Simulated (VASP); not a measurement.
# Pt (I4/mmm) in VASP: a series of runs

The runs below take Pt through single point, with PBE, PBE+U.

Everything below comes from runs of VASP 6.6.1. Logs are shortened: lines on timing, memory, paths and dates and some standing lists are left out, and cuts for length are marked.

### Step 1. The cell of the first run

Symmetry: I4/mmm, No. 139, tetragonal system. The conventional cell has a = 3.105 Å, b = 3.105 Å, c = 5.212 Å, α = 90.00°, β = 90.00°, γ = 90.00°. Within 4.1 Å of Pt (site symmetry 4/mmm) lie 12 Pt at 3.10 to 3.41 Å.

### Step 2. Single point, PBE

The input, INCAR:

```
PREC = Accurate
ENCUT = 520
EDIFF = 1E-6
ISMEAR = -1
SIGMA = 0.1
LREAL = F
LASPH = T
NELM = 60
ALGO = Normal
ISIF = 2
LWAVE = F
LCHARG = T
GGA = PE
LELF = T
LVHAR = T
NBANDS = 11
```

The input, KPOINTS:

```
regular mesh
0
Gamma
  7 7 7
```

The input, POSCAR:

```
Pt
1.0
    0.0000000000      3.1048950000      0.0000000000
    3.1048950000      0.0000000000      0.0000000000
    1.5524470000      1.5524470000     -2.6062300000
Pt
1
Direct
    0.0000000000      0.0000000000      0.0000000000
```

Potentials or basis: VASP PAW PBE potentials, release 64 (Pt).

Run with:

```console
$ cat potpaw_PBE.64/Pt/POTCAR > POTCAR
$ mpirun -np 1 vasp_std > vasp.out
```

OUTCAR:

```text
PREC = Accurate
   ENCUT = 520
   EDIFF = 1E-6
   ISMEAR = -1
   LREAL = F
   LASPH = T
   NELM = 60
   ISIF = 2
   GGA = PE

 ion  position               nearest neighbor table
   1  0.000  0.000  0.000-

  LATTYP: Found a body centered tetragonal cell.
 ALAT       =     3.1048950000
 C/A-ratio  =     1.6787878495

  Lattice vectors:

 A1 = (  -1.5524470000,   1.5524480000,   2.6062300000)
 A2 = (   1.5524480000,  -1.5524470000,   2.6062300000)
 A3 = (   1.5524470000,   1.5524470000,  -2.6062300000)

Analysis of symmetry for initial positions (statically):
=====================================================================
 Subroutine PRICEL returns:
 Original cell was already a primitive cell.

 Routine SETGRP: Setting up the symmetry group for a
 body centered tetragonal supercell.

 Subroutine GETGRP returns: Found 16 space group operations
 (whereof 16 operations were pure point group operations)
 out of a pool of 16 trial point group operations.

The static configuration has the point symmetry D_4h.

Analysis of symmetry for dynamics (positions and initial velocities):
=====================================================================
 Subroutine PRICEL returns:
 Original cell was already a primitive cell.

 Routine SETGRP: Setting up the symmetry group for a
 body centered tetragonal supercell.

 Subroutine GETGRP returns: Found 16 space group operations
 (whereof 16 operations were pure point group operations)
 out of a pool of 16 trial point group operations.

The dynamic configuration has the point symmetry D_4h.

 Subroutine INISYM returns: Found 16 space group operations
 (whereof 16 operations are pure point group operations),
 and found     1 'primitive' translations

----------------------------------------------------------------------------------------

                                     Primitive cell

  volume of cell :      25.1250

  direct lattice vectors                    reciprocal lattice vectors
     0.000000000  3.104895000  0.000000000     0.000000000  0.322072083  0.191847933
     3.104895000  0.000000000  0.000000000     0.322072083  0.000000000  0.191847933
     1.552447000  1.552447000 -2.606230000     0.000000000  0.000000000 -0.383695990

  length of vectors
     3.104895000  3.104895000  3.407729184     0.374881389  0.374881389  0.383695990

  position of ions in fractional coordinates (direct lattice)
     0.000000000  0.000000000  0.000000000

  ion indices of the primitive-cell ions
   primitive index   ion index
                 1           1

----------------------------------------------------------------------------------------

 KPOINTS: regular mesh

Automatic generation of k-mesh.
 Grid dimensions read from file:
 generate k-points for:    7    7    7

 Generating k-lattice:

  Cartesian coordinates                     Fractional coordinates (reciprocal lattice)
     0.000000000  0.046010298  0.027406848     0.142857143  0.000000000  0.000000000
     0.046010298  0.000000000  0.027406848     0.000000000  0.142857143  0.000000000
     0.000000000  0.000000000 -0.054813713     0.000000000  0.000000000  0.142857143

  Length of vectors
     0.053554484  0.053554484  0.054813713

  Shift w.r.t. Gamma in fractional coordinates (k-lattice)
     0.000000000  0.000000000  0.000000000

 Subroutine IBZKPT returns following result:
 ===========================================

 Found     40 irreducible k-points:

 Following reciprocal coordinates:
            Coordinates               Weight
  0.000000  0.000000  0.000000      1.000000
  0.142857  0.000000  0.000000      8.000000
  0.285714  0.000000 -0.000000      8.000000
  0.428571  0.000000  0.000000      8.000000
  0.142857  0.142857  0.000000      8.000000
  0.285714  0.142857 -0.000000     16.000000
[... 16 lines left out ...]
  0.285714  0.285714  0.142857      8.000000
  0.428571  0.285714  0.142857     16.000000
 [... further k-points ...]
   k-points           NKPTS =     40   k-points in BZ     NKDIM =     40   number of bands    NBANDS=     11
   number of dos      NEDOS =    301   number of ions     NIONS =      1
   total plane-waves  NPLWV =  16128
   dimension x,y,z NGX =    24 NGY =   24 NGZ =   28
   dimension x,y,z NGXF=    48 NGYF=   48 NGZF=   56
   ions per type =               1
   NGX,Y,Z   is equivalent  to a cutoff of  12.85, 12.85, 13.66 a.u.
   NGXF,Y,Z  is equivalent  to a cutoff of  25.70, 25.70, 27.32 a.u.
 SYSTEM =  unknown system
   PREC   = accura    normal or accurate (medium, high low for compatibility)
   ISTART =      0    job   : 0-new  1-cont  2-samecut
   ICHARG =      2    charge: 1-file 2-atom 10-const
   ISPIN  =      1    spin polarized calculation?
   LNONCOLLINEAR =      F non collinear calculations
   LSORBIT =      F    spin-orbit coupling
   LASPH  =      T    aspherical Exc in radial PAW
   ENCUT  =  520.0 eV  38.22 Ry    6.18 a.u.   5.77  5.77  6.34*2*pi/ulx,y,z
   NELM   =     60;   NELMIN=  2; NELMDL= -5     # of ELM steps
   EDIFF  = 0.1E-05   stopping-criterion for ELM
   LREAL  =      F    real-space projection
   EDIFFG = 0.1E-04   stopping-criterion for IOM
   NSW    =      0    number of steps for IOM
   IBRION =     -1    ionic relax: 0-MD 1-quasi-New 2-CG
   NFREE  =      0    steps in history (QN), initial steepest desc. (CG)
   ISIF   =      2    stress and relaxation
   ISYM   =      2    0-nonsym 1-usesym 2-fastsym
   POTIM  = 0.5000    time-step for ionic-motion
   TEBEG  =    0.0;   TEEND  =   0.0 temperature during run
   PSTRESS=    0.0 pullay stress
   NELECT =      10.0000    total number of electrons
   NUPDOWN=      -1.0000    fix difference up-down
   EMIN   =  10.00;   EMAX   =-10.00  energy-range for DOS
   EFERMI =   0.00;   METHOD = LEGACY
   ISMEAR =    -1;   SIGMA  =   0.10  broadening in eV -4-tet -1-fermi 0-gaus
   EFERMI_NEDOS =   21; number of points for ismear=-14 and -15
   IALGO  =     38    algorithm
   IMIX   =      4    mixing-type and parameters
     AMIX     =   0.40;   BMIX     =  1.00
     AMIX_MAG =   1.60;   BMIX_MAG =  1.00
  volume/ion in A,a.u.               =      25.13       169.55
  Fermi-wavevector in a.u.,A,eV,Ry     =   1.204220  2.275647 19.730444  1.450147
  Thomas-Fermi vector in A             =   2.339952
   LORBIT       =      0    0 simple, 1 ext, 2 COOP (PROOUT), +10 PAW based schemes
   GGA     = PE    functional components
[... 5 lines left out ...]
 non-spin polarized calculation
  energy-cutoff  :      520.00
  volume of cell :       25.13
 maximum number of plane-waves:       689
   NGX = 11   NGY = 11   NGZ = 13

 number of electron      10.0000000 magnetization

 number of electron       9.9999999 magnetization

 Free energy of the ion-electron system (eV)
  ---------------------------------------------------
  ext. energy  EPLUGINS =         0.00000000
  ---------------------------------------------------
  free energy    TOTEN  =        -4.59578971 eV

  energy without entropy =       -4.51839411  energy(sigma->0) =       -4.55709191

 E-fermi :   3.8775     XC(G=0): -10.5832

 val. band max:        3.8764147418   @ k =   0.0000   0.0000   0.4286
 cond. band min:       3.9011770063   @ k =  -0.1429   0.0000   0.4286
 fundamental gap:      0.0247622645
 Fermi energy:         3.8774648794

 k-point     1 :       0.0000    0.0000    0.0000
  band No.  band energies     occupation
      1      -1.8392      2.00000
      2       1.5445      2.00000
      3       2.5502      2.00000
      4       2.6434      1.99999
      5       2.6434      1.99999
      6       3.5893      1.89389
      7      18.9131      0.00000
      8      20.1466      0.00000
      9      21.0113      0.00000
     10      21.0113      0.00000
     11      22.8837      0.00000

 k-point     2 :       0.1429    0.0000    0.0000
  band No.  band energies     occupation
      1      -1.3298      2.00000
      2       1.6789      2.00000
      3       2.4185      2.00000
      4       2.7147      1.99998
      5       2.7604      1.99997
      6       3.4632      1.96872
      7      17.4735      0.00000
      8      19.2255      0.00000
      9      20.6403      0.00000
     10      21.1013      0.00000
     11      21.2799      0.00000

 k-point     3 :       0.2857    0.0000   -0.0000
  band No.  band energies     occupation
      1      -0.1434      2.00000
      2       1.9392      2.00000
      3       2.2890      2.00000
      4       2.8356      1.99994
      5       3.2439      1.99646
      6       3.4091      1.98167
      7      12.6361      0.00000
      8      17.5841      0.00000
      9      20.7027      0.00000
     10      21.3403      0.00000
     11      21.4804      0.00000

 k-point     4 :       0.4286    0.0000    0.0000
  band No.  band energies     occupation
      1       0.4230      2.00000
      2       1.8050      2.00000
      3       2.6669      1.99999
      4       3.6369      1.83456
      5       3.8108      1.32165
      6       4.2235      0.06091
      7       8.2266      0.00000
      8      16.0862      0.00000
      9      19.8389      0.00000
     10      20.8125      0.00000
     11      22.0424      0.00000
[... 239 lines left out ...]
 k-point    22 :      -0.1429    0.0000    0.1429
  band No.  band energies     occupation
      1      -0.4017      2.00000
      2       1.4433      2.00000
      3       2.1539      2.00000
      4       3.0443      1.99952
      5       3.2372      1.99669
      6       3.6305      1.84404
      7      14.7235      0.00000
      8      16.4464      0.00000
      9      18.8410      0.00000
     10      20.0950      0.00000
     11      22.6309      0.00000

 k-point    23 :       0.2857    0.2857    0.1429
  band No.  band energies     occupation
      1       0.9757      2.00000
      2       1.8486      2.00000
      3       2.3170      2.00000
      4       2.9946      1.99971
      5       3.0660      1.99940
      6       4.0386      0.33271
      7      13.3791      0.00000
      8      14.4493      0.00000
      9      18.7159      0.00000
     10      19.3965      0.00000
     11      21.1369      0.00000

 k-point    24 :       0.4286    0.2857    0.1429
  band No.  band energies     occupation
      1       1.3801      2.00000
      2       1.7746      2.00000
      3       2.3113      2.00000
      4       2.9034      1.99988
      5       3.7476      1.57118
      6       5.9624      0.00000
      7       9.5239      0.00000
      8      14.3281      0.00000
      9      16.2591      0.00000
     10      18.9695      0.00000
     11      22.1079      0.00000

 [... further k-points ...]
[... 5 lines left out ...]
  --------------------------------------------------------------------------------------
  -------------------------------------------------------------------------------------
  Total       -4.6572023     -4.6572023     -4.4189321     -0.0000000     -0.0000008     -0.0000008
  in kB     -296.9813018   -296.9813018   -281.7872481     -0.0000000     -0.0000541     -0.0000541
  external PRESSURE =    -291.9166173 kB  Pullay stress =       0.0000000 kB

 VOLUME and BASIS-vectors are now :
 -----------------------------------------------------------------------------
  energy-cutoff  :      520.00
  volume of cell :       25.13
      direct lattice vectors                 reciprocal lattice vectors
     0.000000000  3.104895000  0.000000000     0.000000000  0.322072083  0.191847933
     3.104895000  0.000000000  0.000000000     0.322072083  0.000000000  0.191847933
     1.552447000  1.552447000 -2.606230000     0.000000000  0.000000000 -0.383695990

 POSITION                                       TOTAL-FORCE (eV/Angst)
 -----------------------------------------------------------------------------------
      0.00000      0.00000      0.00000         0.000000      0.000000      0.000000
 -----------------------------------------------------------------------------------
    total drift:                               -0.000000     -0.000000      0.000000

  FREE ENERGIE OF THE ION-ELECTRON SYSTEM (eV)
  ---------------------------------------------------
  free  energy   TOTEN  =        -4.5957897148 eV

  energy  without entropy=       -4.5183941138  energy(sigma->0) =       -4.55709191
```

Run time: 7.4 s. Hardware: 1 thread of Intel Xeon Platinum 8375C at 2.90GHz (Ice Lake), shared host; peak memory 0.14 GiB.

Results:

```
Free energy            : -4.5958 eV
Pressure               : -29.2 GPa
Band gap on the k mesh : zero (band 5 reaches 4.18 eV, above the bottom of band 6 at 3.21 eV)
```

Levels at points of the mesh, in eV from the Fermi level:
```
           k point  band 3  band 4  band 5  band 6  band 7  band 8
(0.00, 0.00, 0.00)   -1.33   -1.23   -1.23   -0.29   15.04   16.27
```

Caveat: spin-orbit coupling is left out, which moves the levels of the heavy elements.

### Step 3. Single point, PBE

The input, INCAR:

```
SYSTEM = Pt
ALGO     = Normal         ! electronic algorithm
EDIFF    = 1E-7           ! SCF threshold, eV
ENCUT    = 520            ! plane-wave cutoff, eV
GGA      = PE             ! functional
ISIF     = 2              ! what is computed and relaxed
ISMEAR   = -1             ! smearing method
LASPH    = .True.         ! aspherical terms in the spheres
LCHARG   = .False.        ! write CHGCAR
LREAL    = .False.        ! projectors in reciprocal space
LWAVE    = .False.        ! write WAVECAR
NBANDS   = 11             ! bands
NELM     = 80             ! most SCF steps
PREC     = Accurate       ! precision mode
SIGMA    = 0.1            ! smearing width, eV
```

The input, KPOINTS:

```
k-points
0
Gamma
  7 7 7
  0 0 0
```

POSCAR is that of step 2.

Potentials or basis: VASP PAW PBE potentials, release 64 (Pt).

Run with:

```console
$ cat potpaw_PBE.64/Pt/POTCAR > POTCAR
$ mpirun -np 1 vasp_std > vasp.out
```

Wall time 7.8 s (1 thread of Intel Xeon Platinum 8375C at 2.90GHz (Ice Lake), shared host); peak memory 0.15 GiB.

The run converged. Its results:

| Property | Result |
| --- | --- |
| Free energy | -4.5958 eV |
| Pressure | -29.2 GPa |
| Band gap on the k mesh | zero (band 5 reaches 4.18 eV, above the bottom of band 6 at 3.21 eV) |

Stress tensor (GPa, compression positive):
```
-29.70   0.00   0.00
  0.00 -29.70   0.00
  0.00   0.00 -28.18
```

Levels at points of the mesh, in eV from the Fermi level:
| k point | band 3 | band 4 | band 5 | band 6 | band 7 | band 8 |
| --- | --- | --- | --- | --- | --- | --- |
| (0.00, 0.00, 0.00) | -1.33 | -1.23 | -1.23 | -0.29 | 15.04 | 16.27 |

Caveat: spin-orbit coupling is left out, which moves the levels of the heavy elements.

### Step 4. Single point, PBE

The input, INCAR:

```
PREC = Accurate
ENCUT = 520
EDIFF = 1E-6
ISMEAR = 1
SIGMA = 0.025
LREAL = F
LASPH = T
NELM = 80
ALGO = Normal
ISIF = 2
LWAVE = F
LCHARG = F
GGA = PE
NBANDS = 11
```

The input, KPOINTS:

```
Automatic mesh
0
Gamma
  7 7 7
```

POSCAR is that of step 3.

Run with:

```console
$ cat potpaw_PBE.64/Pt/POTCAR > POTCAR
$ mpirun -np 1 vasp_std > vasp.out
```

It took 7.1 s on 1 thread of Intel Xeon Platinum 8375C at 2.90GHz (Ice Lake), shared host; peak memory 0.15 GiB.

Results (log left out):

* Free energy: -4.5501 eV
* Pressure: -29.5 GPa
* Band gap on the k mesh: zero (band 5 reaches 4.18 eV, above the bottom of band 6 at 3.22 eV)

Stress tensor (GPa, compression positive):
```
-30.06   0.00   0.00
  0.00 -30.06   0.00
  0.00   0.00 -28.23
```

Levels at points of the mesh, in eV from the Fermi level:
```tsv
k point	band 2	band 3	band 4	band 5	band 6	band 7	band 8	band 9
(0.00, 0.00, 0.00)	-2.24	-1.23	-1.14	-1.14	-0.19	15.12	16.36	17.22
```

Caveat: spin-orbit coupling is left out, which moves the levels of the heavy elements.

### Step 5. Single point, PBE+U

The input, INCAR:

```
  PREC = Accurate
  ENCUT = 520
  EDIFF = 1E-6
  ISMEAR = -1
  SIGMA = 0.1
  LREAL = F
  LASPH = T
  NELM = 150
  ALGO = Normal
  ISIF = 2
  LWAVE = F
  LCHARG = F
  LMAXMIX = 4
  LDAU = T
  LDAUTYPE = 2
  LDAUL = 2
  LDAUU = 8
  LDAUJ = 0
  LDAUPRINT = 1
  GGA = PE
  NBANDS = 11
```

The input, KPOINTS:

```
regular mesh
0
Gamma
  7 7 7
```

POSCAR is that of step 4.

Run with:

```console
$ cat potpaw_PBE.64/Pt/POTCAR > POTCAR
$ mpirun -np 1 vasp_std > vasp.out
```

Wall time 10 s (1 thread of Intel Xeon Platinum 8375C at 2.90GHz (Ice Lake), shared host); peak memory 0.15 GiB.

The run converged. Its results:

```
Free energy            : 0.4846 eV
Pressure               : -22.6 GPa
Band gap on the k mesh : zero (band 5 reaches 3.70 eV, above the bottom of band 6 at 0.87 eV)
```

Stress tensor (GPa, compression positive):
```
-24.80   0.00   0.00
  0.00 -24.80   0.00
  0.00   0.00 -18.16
```

Levels at points of the mesh, in eV from the Fermi level:
```tsv
k point	band 1	band 2	band 3	band 4	band 5	band 6	band 7	band 8	band 9	band 10
(0.00, 0.00, 0.00)	-4.17	-2.50	-2.50	-2.49	-2.03	-1.55	16.56	17.83	18.60	18.60
```

Eigenvalues of the final occupation matrices:
```tsv
site	spin	trace	eigenvalues
site 1 d	1	4.45	0.64 0.94 0.95 0.95 0.97
site 1 d	2	4.45	0.64 0.94 0.95 0.95 0.97
```

Caveat: spin-orbit coupling is left out, which moves the levels of the heavy elements; U without spin polarisation on a metal has little footing; the U is typed as a test and isn't derived for this compound.

### Step 6. Single point, PBE+U

Edit INCAR of step 5 so:

```diff
@@ -1,3 +1,3 @@
   PREC = Accurate
-  ENCUT = 520
+  ENCUT = 500
   EDIFF = 1E-6
@@ -7,3 +7,3 @@
   LASPH = T
-  NELM = 150
+  NELM = 200
   ALGO = Normal
@@ -20,2 +20,3 @@
   GGA = PE
-  NBANDS = 11
+  NBANDS = 15
+  GGA_COMPAT = F
```

KPOINTS is that of step 5.

POSCAR is that of step 5.

Potentials or basis: VASP PAW PBE potentials, release 64 (Pt_sv_GW).

Run with:

```console
$ cat potpaw_PBE.64/Pt_sv_GW/POTCAR > POTCAR
$ mpirun -np 1 vasp_std > vasp.out
```

Run time: 37 s. Hardware: 1 thread of AMD EPYC 7R43 (Zen 3), shared host; peak memory 0.12 GiB.

Results (log left out):

```
Free energy            : 1.4010 eV
Pressure               : -21.5 GPa
Band gap on the k mesh : zero (band 9 reaches 5.07 eV, above the bottom of band 10 at 1.71 eV)
```

Stress tensor (GPa, compression positive):
```
-23.71   0.00   0.00
  0.00 -23.71   0.00
  0.00   0.00 -17.05
```

Levels at points of the mesh, in eV from the Fermi level:
| k point | band 6 | band 7 | band 8 | band 9 | band 10 | band 11 | band 12 | band 13 |
| --- | --- | --- | --- | --- | --- | --- | --- | --- |
| (0.00, 0.00, 0.00) | -3.21 | -3.21 | -3.03 | -2.96 | -1.00 | 15.51 | 16.84 | 17.56 |

Eigenvalues of the final occupation matrices:
| site | spin | trace | eigenvalues |
| --- | --- | --- | --- |
| site 1 d | 1 | 4.30 | 0.44 0.95 0.97 0.97 0.99 |
| site 1 d | 2 | 4.30 | 0.44 0.95 0.97 0.97 0.99 |

Caveat: spin-orbit coupling is left out, which moves the levels of the heavy elements; U without spin polarisation on a metal has little footing; the U is typed as a test and isn't derived for this compound.

### Step 7. Overview

| level | potentials or basis | U | cutoff (eV) | smearing | second run | gap on the mesh (eV) | pressure (GPa) |
| --- | --- | --- | --- | --- | --- | --- | --- |
| PBE | VASP PAW PBE potentials, release 64 (Pt) | - | 520 | fermi-dirac 0.1 eV | - | none | -29.2 |
| PBE | VASP PAW PBE potentials, release 64 (Pt) | - | 520 | methfessel-paxton 0.025 eV | - | none | -29.5 |
| PBE+U | VASP PAW PBE potentials, release 64 (Pt) | Pt d U = 8.0 eV | 520 | fermi-dirac 0.1 eV | - | none | -22.6 |
| PBE+U | VASP PAW PBE potentials, release 64 (Pt_sv_GW) | Pt d U = 8.0 eV | 500 | fermi-dirac 0.1 eV | valence_matched | none | -21.5 |

Alike in all rows: task single point; no spin polarisation; cell as given; k mesh 7 × 7 × 7.

Caveats: spin-orbit coupling is left out, which moves the levels of the heavy elements; U without spin polarisation on a metal has little footing (some runs); the U is typed as a test and isn't derived for this compound (some runs).

Absolute energies hang on the potentials; compare differences alone.
